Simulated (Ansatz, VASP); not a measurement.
## Two plane-wave programs on Cd

```
CELL_PARAMETERS angstrom
0.00000 2.21743 2.21743
2.21743 0.00000 2.21743
2.21743 2.21743 0.00000
ATOMIC_POSITIONS crystal
Cd 0.00000 0.00000 0.00000
```

Alike in both runs: task single point; functional PBEsol; k mesh 14 × 14 × 14; occupations fermi-dirac, width 0.1 eV; no spin polarisation.

|  | VASP | Ansatz |
| --- | --- | --- |
| version | VASP 6.6.1 | Ansatz 0.2.0 |
| potentials or method | VASP PAW PBE potentials, release 64 (Cd), cutoff 520 eV | plane waves (420 eV) with PAW, scalar-relativistic |
| valence electrons in the cell | 12 | 20 |

```csv
,VASP,Ansatz,Ansatz less VASP
pressure (GPa),-1.8,-2.1,-0.29
```

VASP's potentials were made for PBE, not for PBEsol, and Ansatz warns of the same on its side. VASP's potentials hold 12 valence electrons a cell and Ansatz's 20, so a difference there can come from the potentials and not from the codes.
